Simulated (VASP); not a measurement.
LaMg6Sb: single point with PBE

Crystal: LaMg6Sb.

```
La Sb Mg
1.0
     5.00369    0.00000    0.00000
     0.00000    3.26201    6.33513
     0.00000   -3.26201    6.33513
La Sb Mg
1 1 6
Cartesian
  -0.0144 -0.0078 10.1826
  2.5177 -0.0495 8.0591
  2.4718 0.0090 2.6181
  2.4598 -1.6790 5.5075
  2.5349 1.6171 5.4422
  0.0177 0.0098 4.4527
  -0.0357 -1.8141 7.2597
  0.0386 1.7291 7.2354
```

This cell differs from its parent crystal: atoms moved at random.

| Item | Value |
| --- | --- |
| Program | VASP 6.6.1 |
| Task | single point |
| Functional | PBE |
| Potentials or basis | VASP PAW PBE potentials, release 64 (La, Sb, Mg) |
| Cutoff | 520 eV |
| k mesh | 6 × 5 × 5 |
| Occupations | fermi-dirac, width 0.05 eV |
| Spin | no spin polarisation |

| Item | Value |
| --- | --- |
| Pressure | -0.2 GPa |
| Largest force | 0.358 eV/Å |
| Band gap on the k mesh | zero (band 14 reaches 4.49 eV, above the bottom of band 15 at 3.36 eV) |

Forces on the atoms (eV/Å):
```
La   0.099  0.030  0.343
Sb  -0.080  0.081 -0.191
Mg   0.076 -0.055 -0.056
Mg   0.078  0.017 -0.012
Mg  -0.058 -0.001  0.144
Mg  -0.098 -0.105  0.063
Mg   0.024 -0.020 -0.139
Mg  -0.041  0.052 -0.151
```

Stress tensor (GPa, compression positive):
```
-0.18  0.02 -0.04
 0.02 -0.30  0.20
-0.04  0.20 -0.01
```

Levels at points of the mesh, in eV from the Fermi level:
| k point | band 10 | band 11 | band 12 | band 13 | band 14 | band 15 | band 16 | band 17 | band 18 | band 19 |
| --- | --- | --- | --- | --- | --- | --- | --- | --- | --- | --- |
| (0.00, 0.00, 0.00) | -2.41 | -2.01 | -1.46 | -0.60 | -0.16 | 0.88 | 1.26 | 1.37 | 1.55 | 1.63 |
| (0.50, 0.00, 0.00) | -2.37 | -1.46 | -1.27 | -1.19 | -1.13 | -0.78 | -0.51 | 0.69 | 1.73 | 1.76 |

Wall time 22 min on 1 thread of Intel(R) Xeon(R) Platinum 8259CL CPU @ 2.50GHz (Skylake/Cascade Lake), on a shared host, peak memory 0.66 GiB.

Caveat: the cell differs from its parent crystal (atoms moved at random); spin-orbit coupling is left out, which moves the levels of the heavy elements.
